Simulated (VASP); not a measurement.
Input of a VASP 6.6.1 run:

Contents of INCAR:

```
PREC = Accurate ; ENCUT = 600
EDIFF = 1E-6 ; ISMEAR = 0
SIGMA = 0.2 ; LREAL = F
LASPH = T ; NELM = 80
ALGO = Normal ; ISIF = 3
LWAVE = F ; LCHARG = F
GGA = PE ; IBRION = 2
NSW = 36 ; EDIFFG = -0.08
```

Contents of KPOINTS:

```
Automatic mesh
0
Gamma
  3 3 3
```

File POSCAR:

```
Sb5S2
1.0
    3.1482843400      1.8176628100      6.7900656400
   -3.1482843400      1.8176628100      6.7900656400
    0.0000000000     -3.6353256200      6.7900656400
Sb S
5 2
Direct
    0.5000000000      0.5000000000      0.0000000000
    0.0000000000      0.5000000000      0.5000000000
    0.5000000000      0.0000000000      0.5000000000
    0.0000000000      0.0000000000      0.0000000000
    0.5000000000      0.5000000000      0.5000000000
    0.8314932500      0.8314932500      0.8314932500
    0.1685067500      0.1685067500      0.1685067500
```

Potentials or basis: VASP PAW PBE potentials, release 64 (Sb, S).

The run is started by

```sh
$ cat potpaw_PBE.64/Sb/POTCAR potpaw_PBE.64/S/POTCAR > POTCAR
$ mpirun -np 1 vasp_std > vasp.out
```

(1) What does it give for the relaxed volume?

(2) Estimate the relaxed cell.

(3) Estimate the space group after relaxing (to 0.05 Å).

## Answers

(1) 28.14 Å³/atom.

(2) a = 6.154 Å, b = 6.154 Å, c = 6.154 Å, α = 69.36°, β = 69.36°, γ = 69.36°.

(3) R-3m (No. 166).

Caveat: the k points lie up to 0.38 Å⁻¹ apart in the final cell; the volume moved by over 15 % at a fixed basis, so the end points are rough.
